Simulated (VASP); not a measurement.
A run of VASP 6.6.1:

Contents of INCAR:

```
SYSTEM = Ru
PREC     = Accurate       ! precision mode
ENCUT    = 520            ! plane-wave cutoff, eV
EDIFF    = 1E-7           ! SCF threshold, eV
ISMEAR   = 0              ! smearing method
SIGMA    = 0.014          ! smearing width, eV
LREAL    = .FALSE.        ! projectors in reciprocal space
LASPH    = .TRUE.         ! aspherical terms in the spheres
NELM     = 60             ! most SCF steps
ALGO     = Fast           ! electronic algorithm
ISIF     = 2              ! what is computed and relaxed
LWAVE    = .FALSE.        ! write WAVECAR
LCHARG   = .FALSE.        ! write CHGCAR
GGA      = PE             ! functional
NBANDS   = 21             ! bands
```

KPOINTS

```
regular mesh
0
G
  11 11 6
  0 0 0
```

POSCAR

```
Ru
1.0
    2.7058000000      0.0000000000      0.0000000000
   -1.3529000000      2.3432915376      0.0000000000
    0.0000000000      0.0000000000      4.2819000000
Ru
2
Direct
    0.6666666667      0.3333333333      0.7500000000
    0.3333333333      0.6666666667      0.2500000000
```

Potentials or basis: VASP PAW PBE potentials, release 64 (Ru_pv).

The run is started by

```bash
$ cat potpaw_PBE.64/Ru_pv/POTCAR > POTCAR
$ mpirun -np 1 vasp_std > vasp.out
```

Hardware: 1 thread of Intel(R) Xeon(R) Platinum 8259CL CPU @ 2.50GHz (Skylake/Cascade Lake) (shared host).

Problem. Estimate the wall time of this run.

Solution. Wall time 35 s on 1 thread of Intel(R) Xeon(R) Platinum 8259CL CPU @ 2.50GHz (Skylake/Cascade Lake) (shared host), peak memory 0.15 GiB. Counts: scf iterations 15, k points 64.
